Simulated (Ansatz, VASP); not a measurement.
## Rh: VASP beside Ansatz

```
Rh
1.0
     0.00000    1.87762    1.87762
     1.87762    0.00000    1.87762
     1.87762    1.87762    0.00000
Rh
1
Direct
  0.00000 0.00000 0.00000
```

Alike in both runs: task single point; functional LDA; k mesh 14 × 14 × 14; occupations fermi-dirac, width 0.6 eV; no spin polarisation.

```csv
,VASP,Ansatz
version,VASP 6.6.1,Ansatz 0.2.0
potentials or method,"VASP PAW LDA potentials, release 64 (Rh_sv_GW), cutoff 530 eV","plane waves (420 eV) with PAW, scalar-relativistic"
valence electrons in the cell,17,17
```

|  | VASP | Ansatz | Ansatz less VASP |
| --- | --- | --- | --- |
| pressure (GPa) | 9.6 | 11.6 | +1.99 |

Ansatz warns that its potentials were made for another functional, while VASP's fit it. LDA's correlation is that of Perdew and Zunger in VASP and of Perdew and Wang (1992) in Ansatz.
